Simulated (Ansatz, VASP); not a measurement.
## SiC in VASP and in Ansatz

The input POSCAR:

```
SiC
1.0
   -3.0759982064      0.0000000000      0.0000000000
   -1.5379991032     -2.6638925888      0.0000000000
    0.0000000000      0.0000000000     12.0960000000
Si C
4 4
Direct
    0.3333333333      0.3333333333      0.5456564153
    0.3333333333      0.3333333333      0.1283283730
    0.6666666667      0.6666666667      0.7543204365
    0.6666666667      0.6666666667      0.3369923942
    0.3333333333      0.3333333333      0.7063277116
    0.3333333333      0.3333333333      0.2889996693
    0.6666666667      0.6666666667      0.0803356481
    0.6666666667      0.6666666667      0.4976636905
```

INCAR.step1

```
ALGO = Normal ; EDIFF = 1E-4
ENCUT = 520 ; GGA = PE
ISMEAR = 0 ; LASPH = True
LCHARG = False ; LREAL = False
LWAVE = True ; NBANDS = 26
NELM = 80 ; PREC = Accurate
SIGMA = 0.05
```

File INCAR.step2:

```
ALGO = Normal ; EDIFF = 1E-7
ENCUT = 520 ; ISIF = 2
ISMEAR = 0 ; ISTART = 1
LASPH = True ; LCHARG = True
LELF = True ; LMIXTAU = True
LREAL = False ; LVHAR = True
LWAVE = False ; METAGGA = R2SCAN
NBANDS = 26 ; NELM = 80
PREC = Accurate ; SIGMA = 0.05
```

The input KPOINTS:

```
k-points
0
Gamma
  8 8 3
```

Input for Ansatz:

```yaml
crystal:
  lattice:
    - [-3.0759982064, 0.0, 0.0]
    - [-1.5379991032, -2.6638925888, 0.0]
    - [0.0, 0.0, 12.096]
  atoms:
    - { symbol: Si, position: [0.3333333333, 0.3333333333, 0.5456564153] }
    - { symbol: Si, position: [0.3333333333, 0.3333333333, 0.128328373] }
    - { symbol: Si, position: [0.6666666667, 0.6666666667, 0.7543204365] }
    - { symbol: Si, position: [0.6666666667, 0.6666666667, 0.3369923942] }
    - { symbol: C, position: [0.3333333333, 0.3333333333, 0.7063277116] }
    - { symbol: C, position: [0.3333333333, 0.3333333333, 0.2889996693] }
    - { symbol: C, position: [0.6666666667, 0.6666666667, 0.0803356481] }
    - { symbol: C, position: [0.6666666667, 0.6666666667, 0.4976636905] }
basis:
  ecutwfc: 500
kpoints:
  mp_grid: { grid: [8, 8, 3] }
hamiltonian:
  xc: r2scan
scf:
  occupations: { method: gaussian, width: 0.05 }
output:
  forces: true
  stress: true
  eigenvalues: true
```

Alike in both runs: task single point; functional r2SCAN; k mesh 8 × 8 × 3; occupations gaussian, width 0.05 eV; no spin polarisation.

```csv
,VASP,Ansatz
version,VASP 6.6.1,Ansatz 0.2.0
potentials or method,"VASP PAW PBE potentials, release 64 (Si, C), cutoff 520 eV","scalar-relativistic, plane waves, PAW"
valence electrons in the cell,32,32
```

```csv
,VASP,Ansatz,Ansatz less VASP
gap on the k mesh at the Fermi level (eV),0.13,0.13,-0.001
least direct gap on the mesh (eV),0.38,0.38,+0.001
pressure (GPa),-1.8,-1.6,+0.13
"traceless stress, the component that is largest in VASP (GPa)",-6.30,-6.25,+0.045
rms of the force components (eV/Å),0.625,0.626,+0.0011
```

VASP's potentials were made for PBE, not for r2SCAN. Atom by atom the forces differ by 0.006 eV/Å (rms over components). With one functional, cell and mesh, what is left measures potentials, basis and numerics.
